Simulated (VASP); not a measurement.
# Ni (Fm-3m) in VASP: notebook, part 2 of 2

VASP 6.6.1.

**4. Single point, PBE, collinear spin, ferromagnetic start**

This run uses another cell than the first one, of 11.82 Å³/atom, 1.038 times its volume.

File INCAR:

```
SYSTEM = Ni
PREC = Accurate
ENCUT = 600
EDIFF = 1E-6
ISMEAR = -1
SIGMA = 0.1
LREAL = .FALSE.
LASPH = .TRUE.
NELM = 200
ALGO = Normal
ISIF = 2
LWAVE = .FALSE.
LCHARG = .TRUE.
ISPIN = 2
MAGMOM = 1
LORBIT = 11
LMAXMIX = 4
GGA = PE
LELF = .TRUE.
LVHAR = .TRUE.
NBANDS = 15
GGA_COMPAT = .FALSE.
```

File KPOINTS:

```
regular mesh
0
G
  4 4 4
  0 0 0
```

File POSCAR:

```
Ni
1.0
    0.0000000000      1.8077865708      1.8077865708
    1.8077865708      0.0000000000      1.8077865708
    1.8077865708      1.8077865708      0.0000000000
Ni
1
Direct
    0.0000000000      0.0000000000      0.0000000000
```

Potentials or basis: VASP PAW PBE potentials, release 64 (Ni).

Started as:

```console
cat potpaw_PBE.64/Ni/POTCAR > POTCAR
mpirun -np 1 vasp_std > vasp.out
```

OUTCAR:

```text
SYSTEM = Ni
   PREC = Accurate
   ENCUT = 600
   EDIFF = 1E-6
   ISMEAR = -1
   LREAL = .FALSE.
   LASPH = .TRUE.
   NELM = 200
   ISIF = 2
   ISPIN = 2
   LORBIT = 11
   GGA = PE

 ion  position               nearest neighbor table
   1  0.000  0.000  0.000-

  LATTYP: Found a face centered cubic cell.
 ALAT       =     3.6155731416

  Lattice vectors:

 A1 = (   0.0000000000,   1.8077865708,   1.8077865708)
 A2 = (   1.8077865708,   0.0000000000,   1.8077865708)
 A3 = (   1.8077865708,   1.8077865708,   0.0000000000)

Analysis of symmetry for initial positions (statically):
=====================================================================
 Subroutine PRICEL returns:
 Original cell was already a primitive cell.

 Routine SETGRP: Setting up the symmetry group for a
 face centered cubic supercell.

 Subroutine GETGRP returns: Found 48 space group operations
 (whereof 48 operations were pure point group operations)
 out of a pool of 48 trial point group operations.

The static configuration has the point symmetry O_h .
[... 324 lines left out ...]
     10      34.4726      0.00000
     11      37.2733      0.00000
     12      37.2733      0.00000
     13      37.2733      0.00000
     14      40.1860      0.00000
[... 113 lines left out ...]
      2       6.0358      1.00000
      3       6.0358      1.00000
      4       7.5455      0.99933
      5       8.5484      0.06177
      6      15.6761      0.00000
      7      15.6761      0.00000
      8      17.8061      0.00000
      9      18.5818      0.00000
     10      37.3556      0.00000
     11      37.3556      0.00000
     12      39.0161      0.00000
     13      43.7139      0.00000
     14      55.8198      0.00000
     15      56.0118      0.00000

------------------------ aborting loop because EDIFF is reached ----------------------------------------

  FORCE on cell =-STRESS in cart. coord.  units (eV):
  Direction    XX          YY          ZZ          XY          YZ          ZX
  --------------------------------------------------------------------------------------
  -------------------------------------------------------------------------------------
  Total       -1.1633236     -1.1633236     -1.1633236     -0.0000000     -0.0000000      0.0000000
  in kB     -157.7392034   -157.7392034   -157.7392034     -0.0000000     -0.0000000      0.0000000
  external PRESSURE =    -157.7392034 kB  Pullay stress =       0.0000000 kB

 VOLUME and BASIS-vectors are now :
 -----------------------------------------------------------------------------
  energy-cutoff  :      600.00
  volume of cell :       11.82
      direct lattice vectors                 reciprocal lattice vectors
     0.000000000  1.807786571  1.807786571    -0.276581322  0.276581322  0.276581322
     1.807786571  0.000000000  1.807786571     0.276581322 -0.276581322  0.276581322
     1.807786571  1.807786571  0.000000000     0.276581322  0.276581322 -0.276581322

 POSITION                                       TOTAL-FORCE (eV/Angst)
 -----------------------------------------------------------------------------------
      0.00000      0.00000      0.00000         0.000000      0.000000      0.000000
 -----------------------------------------------------------------------------------
    total drift:                                0.000000      0.000000      0.000000

  FREE ENERGIE OF THE ION-ELECTRON SYSTEM (eV)
  ---------------------------------------------------
  free  energy   TOTEN  =        -5.5086874304 eV

  energy  without entropy=       -5.4636151917  energy(sigma->0) =       -5.48615131

 total charge

# of ion       s       p       d       tot
------------------------------------------
    1        0.454   0.433   8.285   9.173

 magnetization (x)

# of ion       s       p       d       tot
------------------------------------------
    1       -0.013  -0.028   0.630   0.590
```

OSZICAR:

```text
N       E                     dE             d eps       ncg     rms          rms(c)
DAV:   1     0.389977779737E+02    0.38998E+02   -0.47401E+03   496   0.999E+02
DAV:   2    -0.472564301871E+01   -0.43723E+02   -0.40010E+02   522   0.181E+02
DAV:   3    -0.648245562273E+01   -0.17568E+01   -0.17479E+01   585   0.342E+01
DAV:   4    -0.649618172060E+01   -0.13726E-01   -0.13724E-01   586   0.281E+00
DAV:   5    -0.649637558078E+01   -0.19386E-03   -0.19385E-03   578   0.293E-01    0.920E+00
DAV:   6    -0.600069890770E+01    0.49568E+00   -0.13975E+01   662   0.403E+01    0.674E+00
DAV:   7    -0.553218911470E+01    0.46851E+00   -0.30629E+00   613   0.171E+01    0.185E+00
DAV:   8    -0.551180640657E+01    0.20383E-01   -0.54688E-02   604   0.200E+00    0.771E-01
DAV:   9    -0.550903549476E+01    0.27709E-02   -0.43187E-03   708   0.440E-01    0.230E-01
DAV:  10    -0.550871949141E+01    0.31600E-03   -0.19978E-04   630   0.178E-01    0.567E-02
DAV:  11    -0.550869042245E+01    0.29069E-04   -0.85257E-05   621   0.111E-01    0.408E-02
DAV:  12    -0.550868803496E+01    0.23875E-05   -0.41824E-05   641   0.541E-02    0.111E-02
DAV:  13    -0.550868743037E+01    0.60458E-06   -0.38940E-06   528   0.188E-02
   1 F= -.55086874E+01 E0= -.54861513E+01  d E =-.450722E-01  mag=     0.5647
```

It took 7.8 s on 1 thread of Intel Xeon Platinum 8488C (Sapphire Rapids), shared host; peak memory 0.13 GiB.

Results:

- Free energy: -5.5087 eV
- Pressure: -15.8 GPa
- Net moment: 0.56 μB per cell
- Site moments: Ni +0.59 μB
- Valence electrons inside the program's atomic spheres: Ni 9.17

Caveat: the k points lie up to 0.75 Å⁻¹ apart.

**5. Single point, PBE, collinear spin, ferromagnetic start**

This run uses another cell than the first one, of 11.82 Å³/atom, 1.038 times its volume.

File INCAR:

```
  ALGO = Normal
  EDIFF = 1E-6
  ENCUT = 600
  GGA = PE
  GGA_COMPAT = F
  ISIF = 2
  ISMEAR = -1
  ISPIN = 2
  LASPH = T
  LCHARG = F
  LMAXMIX = 4
  LORBIT = 11
  LREAL = F
  LWAVE = F
  MAGMOM = 1
  NBANDS = 15
  NELM = 200
  PREC = Accurate
  SIGMA = 0.1
```

File KPOINTS:

```
k-points
0
Gamma
  4 4 4
```

POSCAR is that of step 4.

Started as:

```console
cat potpaw_PBE.64/Ni/POTCAR > POTCAR
mpirun -np 1 vasp_std > vasp.out
```

It took 6.1 s on 1 thread of Intel Xeon Platinum 8488C (Sapphire Rapids), shared host; peak memory 0.13 GiB.

The run converged. Its results:

```yaml
Free_energy: -5.5087 eV
Pressure: -15.8 GPa
Net_moment: 0.56 μB per cell
Site_moments: Ni +0.59 μB
Valence_electrons_inside_the_program's_atomic_spheres: Ni 9.17
```

Levels at points of the mesh, in eV from the Fermi level:
Spin up:
```tsv
k point	band 3	band 4	band 5	band 6	band 7	band 8
(0.00, 0.00, 0.00)	-2.24	-2.24	-1.21	-1.21	23.01	26.23
(0.50, 0.00, 0.00)	-2.23	-0.63	-0.63	-0.14	5.10	21.55
(0.50, 0.50, 0.00)	-0.59	-0.52	-0.52	2.40	8.49	14.07
```
Spin down:
```
           k point  band 1  band 2  band 3  band 4  band 5  band 6  band 7  band 8  band 9
(0.00, 0.00, 0.00)   -8.53   -1.55   -1.55   -1.55   -0.65   -0.65   22.81   26.20   26.20
(0.50, 0.00, 0.00)   -4.03   -1.65   -1.65   -0.25    0.07    0.07    5.46   21.36   23.30
(0.50, 0.50, 0.00)   -3.87   -3.23   -0.01    0.27    0.27    2.32    8.69   14.04   14.04
```

Caveat: the k points lie up to 0.75 Å⁻¹ apart.
